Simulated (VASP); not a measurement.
A run of VASP 6.6.1:

File INCAR:

```
PREC = Accurate
ENCUT = 600
EDIFF = 1E-6
ISMEAR = -1
SIGMA = 0.05
LREAL = F
LASPH = T
NELM = 80
ALGO = Normal
ISIF = 3
LWAVE = F
LCHARG = F
GGA = PS
IVDW = 12
IBRION = 2
NSW = 60
EDIFFG = -0.01
```

KPOINTS

```
Automatic mesh
0
Gamma
  11 11 10
```

Contents of POSCAR:

```
Ge
1.0
    1.3971490000     -2.6005160000      0.0000000000
    1.3971490000      2.6005160000      0.0000000000
    0.0000000000      0.0000000000      2.6982310000
Ge
1
Direct
    0.5000000000      0.5000000000      0.0000000000
```

Potentials or basis: VASP PAW PBE potentials, release 64 (Ge_d).

Launch:

```console
$ cat potpaw_PBE.64/Ge_d/POTCAR > POTCAR
$ mpirun -np 1 vasp_std > vasp.out
```

Hardware: 1 thread of Intel Xeon 8259CL, with other jobs on the host.

Q: Estimate the wall time of this run.

A: It took 5.1 min on 1 thread of Intel Xeon 8259CL (shared host), peak memory 0.21 GiB. Counts: scf iterations 77, k points 216, ion steps 13.
